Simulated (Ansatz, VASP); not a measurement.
## Ga3Sb: VASP beside Ansatz

```xyz
4
Lattice="-2.0930 2.0930 4.4762 2.0930 -2.0930 4.4762 2.0930 2.0930 -4.4762" Properties=species:S:1:pos:R:3 pbc="T T T"
Ga    0.0000    2.0930    2.2381
Ga    2.0930    0.0000    2.2381
Ga    0.0000    0.0000    4.4762
Sb    0.0000    0.0000    0.0000
```

Alike in both runs: functional PBEsol; dispersion D3(BJ); k mesh 14 × 14 × 14; occupations gaussian, width 0.1 eV; no spin polarisation.

Ansatz relaxed the structure, and its values are those at the end. VASP's run is a single point on that final structure, the one shown.

```csv
,VASP,Ansatz
version,VASP 6.6.1,Ansatz 0.2.0
potentials or method,"VASP PAW PBE potentials, release 64 (Ga_d, Sb), cutoff 520 eV","scalar-relativistic, plane waves, PAW"
valence electrons in the cell,44,54
```

|  | VASP | Ansatz | Ansatz less VASP |
| --- | --- | --- | --- |
| gap on the k mesh at the Fermi level (eV) | none | none | - |
| pressure (GPa) | 0.1 | 0.0 | -0.08 |

VASP's potentials were made for PBE, not for PBEsol, and Ansatz warns of the same on its side. A gap of «none» marks a metal or a gap that the smearing closes. VASP's potentials hold 44 valence electrons a cell and Ansatz's 54, so a difference there can come from the potentials and not from the codes.

Neither program's run includes spin-orbit coupling.
